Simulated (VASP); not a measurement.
Input of a VASP 6.6.1 run:

The input INCAR:

```
PREC = Accurate
ENCUT = 520
EDIFF = 1E-6
ISMEAR = 0
SIGMA = 0.1
LREAL = False
LASPH = True
NELM = 60
ALGO = Normal
ISIF = 2
LWAVE = False
LCHARG = True
GGA = PS
LELF = True
LVHAR = True
ISYM = 0
NBANDS = 22
```

The input KPOINTS:

```
Automatic mesh
0
Gamma
  6 6 4
  0.5 0.5 0.5
```

File POSCAR:

```
HfC
1.0
    3.3428660000      0.0000000000      0.0000000000
   -1.6714330000      2.8950070000      0.0000000000
    0.0000000000      0.0000000000      5.2027140000
Hf C
2 2
Direct
    0.6666666667      0.3333333333      0.7500000000
    0.3333333333      0.6666666667      0.2500000000
    0.0345422308      0.0690844616      0.0000000000
    0.0000000000      0.0000000000      0.5000000000
```

Potentials or basis: VASP PAW PBE potentials, release 64 (Hf_pv, C).

The run is started by

```sh
$ cat potpaw_PBE.64/Hf_pv/POTCAR potpaw_PBE.64/C/POTCAR > POTCAR
$ mpirun -np 1 vasp_std > vasp.out
```

Predict the pressure.

-5.8 GPa.

Predict the largest force.

2.396 eV/Å.

Predict the band gap on the k mesh.

zero (bands 14 and 15 overlap by 0.11 eV).

Forces in eV/Å, atoms in the order of the input:
```
Hf   0.000  1.309 -0.286
Hf   0.000  1.730  0.324
C    0.000 -2.395 -0.049
C    0.000 -0.644  0.011
```

Caveat: the k points lie up to 0.36 Å⁻¹ apart; the PAW data sets were made with another functional, which shifts forces and pressure a little; spin-orbit coupling is left out, which moves the levels of the heavy elements.
